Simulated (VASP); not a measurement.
Ti, 1 atom in the cell. The structure is cubic, space group Im-3m (No. 229). Conventional cell: a = 2.953 Å, b = 2.953 Å, c = 2.953 Å, α = 90.00°, β = 90.00°, γ = 90.00°. Ti (site symmetry m-3m) has 14 Ti at 2.56 to 2.95 Å within 3.4 Å. 

```yaml
Program: VASP 6.6.1
Task: single point
Functional: r2SCAN
Potentials_or_basis: VASP PAW PBE potentials, release 64 (Ti_sv)
Cutoff: 520 eV
k_mesh: 20 × 20 × 20
Occupations: gaussian, width 0.1 eV
Spin: no spin polarisation
Dipole_correction: no
Further_INCAR_settings: ALGO = Normal; EDIFF = 1e-06; NBANDS = 12
```

Potentials or basis: VASP PAW PBE potentials, release 64 (Ti_sv).

Command:

```bash
$ cat potpaw_PBE.64/Ti_sv/POTCAR > POTCAR
$ cp INCAR.step1 INCAR
$ mpirun -np 1 vasp_std > vasp.out
$ cp INCAR.step2 INCAR
$ mpirun -np 1 vasp_std > vasp.out
```

Hardware: 1 thread of AMD EPYC 9R45 (Zen 5), with other jobs on the host.

How long does it take, and how much memory?

It took 2.8 min on 1 thread of AMD EPYC 9R45 (Zen 5), on a shared host, peak memory 0.12 GiB. Counts: k points 256.
